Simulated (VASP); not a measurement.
# BN (P2_1/m) in VASP: notebook, part 2 of 2

VASP 6.6.1.

## 3. Single point, LDA (mode 4 (44.4 1/cm) frozen in, largest displacement +0.030 Å)

The input, INCAR:

```
ALGO = Normal ; EDIFF = 1E-7
ENCUT = 520 ; ISIF = 2
ISMEAR = 0 ; LASPH = T
LCHARG = T ; LELF = T
LREAL = F ; LVHAR = T
LWAVE = F ; NBANDS = 16
NELM = 100 ; PREC = Accurate
SIGMA = 0.05
```

The input, KPOINTS:

```
k-points
0
Gamma
  12 12 4
```

The input, POSCAR:

```
BN
1.0
    2.5039917043      0.0000000000      0.0000000000
   -1.2519958522      2.1685204268      0.0000000000
    0.0000000000      0.0000000000      6.6612000000
B N
2 2
Direct
    0.3466962579      0.6764490064      0.2500000000
    0.6533037421      0.3235509936      0.7500000000
    0.3199832552      0.6568937312      0.7500000000
    0.6800167448      0.3431062688      0.2500000000
```

Potentials or basis: VASP PAW LDA potentials, release 64 (B, N).

Command:

```
> cat potpaw_LDA.64/B/POTCAR potpaw_LDA.64/N/POTCAR > POTCAR
> mpirun -np 1 vasp_std > vasp.out
```

OUTCAR:

```text
EDIFF = 1E-7
   ENCUT = 520
   ISIF = 2
   ISMEAR = 0
   LASPH = T
   LREAL = F
   NELM = 100
   PREC = Accurate

 ion  position               nearest neighbor table
   1  0.347  0.676  0.250-   4 1.45   4 1.45   4 1.45
   2  0.653  0.324  0.750-   3 1.45   3 1.45   3 1.45
   3  0.320  0.657  0.750-   2 1.45   2 1.45   2 1.45
   4  0.680  0.343  0.250-   1 1.45   1 1.45   1 1.45

  LATTYP: Found a hexagonal cell.
 ALAT       =     2.5039917043
 C/A-ratio  =     2.6602324555

  Lattice vectors:

 A1 = (   2.5039917043,   0.0000000000,   0.0000000000)
 A2 = (  -1.2519958522,   2.1685204268,   0.0000000000)
 A3 = (   0.0000000000,   0.0000000000,   6.6612000000)

Analysis of symmetry for initial positions (statically):
=====================================================================
 Subroutine PRICEL returns:
 Original cell was already a primitive cell.

 Routine SETGRP: Setting up the symmetry group for a
 hexagonal supercell.

[... 166 lines left out ...]
  ext. energy  EPLUGINS =         0.00000000
  ---------------------------------------------------
  free energy    TOTEN  =       -38.57185757 eV

  energy without entropy =      -38.57185757  energy(sigma->0) =      -38.57185757

 E-fermi :   2.3661     XC(G=0): -10.5012

 val. band max:        2.1369031338   @ k =  -0.2500  -0.4167   0.0000
 cond. band min:       6.1288737582   @ k =   0.0000   0.5000   0.0000
 fundamental gap:      3.9919706244
 Fermi energy:         2.3661004211

 k-point     1 :       0.0000    0.0000    0.0000
  band No.  band energies     occupation
      1     -15.4658      2.00000
      2     -15.1579      2.00000
      3      -4.1969      2.00000
      4      -2.0129      2.00000
      5       0.7783      2.00000
      6       0.7785      2.00000
[... 433 lines left out ...]
      3      -2.9055      2.00000
      4      -2.1477      2.00000
      5      -2.1098      2.00000
      6      -0.8698      2.00000
[... 8 lines left out ...]
     15      16.5992      0.00000
     16      17.1191      0.00000

 [... further k-points ...]
[... 5 lines left out ...]
  --------------------------------------------------------------------------------------
  -------------------------------------------------------------------------------------
  Total       -1.3115220     -1.3248416     -0.1770268      0.0064957      0.0000000      0.0000000
  in kB      -58.0948050    -58.6848055     -7.8415292      0.2877296      0.0000000      0.0000000
  external PRESSURE =     -41.5403799 kB  Pullay stress =       0.0000000 kB

 VOLUME and BASIS-vectors are now :
 -----------------------------------------------------------------------------
  energy-cutoff  :      520.00
  volume of cell :       36.17
      direct lattice vectors                 reciprocal lattice vectors
     2.503991704  0.000000000  0.000000000     0.399362345  0.230571958  0.000000000
    -1.251995852  2.168520427  0.000000000     0.000000000  0.461143915  0.000000000
     0.000000000  0.000000000  6.661200000     0.000000000  0.000000000  0.150123101

 POSITION                                       TOTAL-FORCE (eV/Angst)
 -----------------------------------------------------------------------------------
      0.02121      1.46689      1.66530        -0.001486     -0.001664      0.000000
      1.23078      0.70163      4.99590         0.001486      0.001664     -0.000000
     -0.02119      1.42449      4.99590         0.002544      0.002228      0.000000
      1.27319      0.74403      1.66530        -0.002544     -0.002228      0.000000
 -----------------------------------------------------------------------------------
    total drift:                               -0.000000      0.000000     -0.000000

  FREE ENERGIE OF THE ION-ELECTRON SYSTEM (eV)
  ---------------------------------------------------
  free  energy   TOTEN  =       -38.5718575721 eV

  energy  without entropy=      -38.5718575721  energy(sigma->0) =      -38.57185757
```

OSZICAR:

```text
N       E                     dE             d eps       ncg     rms          rms(c)
DAV:   1     0.437335097115E+02    0.43734E+02   -0.79655E+03  7128   0.919E+02
DAV:   2    -0.395553873272E+02   -0.83289E+02   -0.75885E+02  9864   0.210E+02
DAV:   3    -0.425184314991E+02   -0.29630E+01   -0.29510E+01  9240   0.388E+01
DAV:   4    -0.425347839775E+02   -0.16352E-01   -0.16350E-01  8968   0.330E+00
DAV:   5    -0.425349322433E+02   -0.14827E-03   -0.14826E-03  9104   0.295E-01    0.110E+01
DAV:   6    -0.390434464409E+02    0.34915E+01   -0.57914E+00  8552   0.180E+01    0.478E+00
DAV:   7    -0.386936747428E+02    0.34977E+00   -0.45476E-01  9736   0.469E+00    0.298E+00
DAV:   8    -0.385775354913E+02    0.11614E+00   -0.28153E-01  9352   0.354E+00    0.480E-01
DAV:   9    -0.385718571367E+02    0.56784E-02   -0.16647E-02  8176   0.984E-01    0.183E-01
DAV:  10    -0.385718415742E+02    0.15562E-04   -0.71108E-04  9536   0.200E-01    0.257E-02
DAV:  11    -0.385718575251E+02   -0.15951E-04   -0.22809E-05  8352   0.393E-02    0.179E-02
DAV:  12    -0.385718575911E+02   -0.65981E-07   -0.56989E-06  8768   0.168E-02    0.133E-03
DAV:  13    -0.385718575721E+02    0.18981E-07   -0.29360E-07  9344   0.359E-03
   1 F= -.38571858E+02 E0= -.38571858E+02  d E =-.105293E-12
```

It took 70 s on 1 thread of Intel Xeon Platinum 8488C (Sapphire Rapids), shared host; peak memory 0.2 GiB.

Results:

```
Free energy            : -38.5719 eV
Pressure               : -4.2 GPa
Largest force          : 0.003 eV/Å
Band gap on the k mesh : 3.99 eV, indirect (least direct gap 4.41 eV)
```

Forces on the atoms (eV/Å):
```
B   -0.001 -0.002  0.000
B    0.001  0.002  0.000
N    0.003  0.002  0.000
N   -0.003 -0.002  0.000
```

Levels at points of the mesh, in eV from the valence-band top:
```tsv
k point	band 6	band 7	band 8	band 9	band 10	band 11
(0.00, 0.00, 0.00)	-1.36	-1.32	-1.32	4.90	9.98	11.41
(0.50, 0.00, 0.00)	-4.11	-1.47	-0.50	4.17	5.41	9.45
(0.00, 0.50, 0.00)	-4.11	-1.50	-0.42	3.99	5.55	9.45
(0.50, 0.50, 0.00)	-4.11	-1.49	-0.44	4.04	5.51	9.45
(0.00, 0.00, 0.50)	-1.34	-1.34	-1.34	7.30	7.30	11.47
(0.50, 0.00, 0.50)	-4.14	-0.95	-0.95	4.54	4.54	9.89
(0.00, 0.50, 0.50)	-4.14	-0.95	-0.95	4.55	4.55	9.88
(0.50, 0.50, 0.50)	-4.14	-0.95	-0.95	4.54	4.54	9.88
```

Caveat: the cell differs from its parent crystal (mode 4 (44.4 1/cm) frozen in, largest displacement +0.030 Å). A k mesh can miss the band edges.
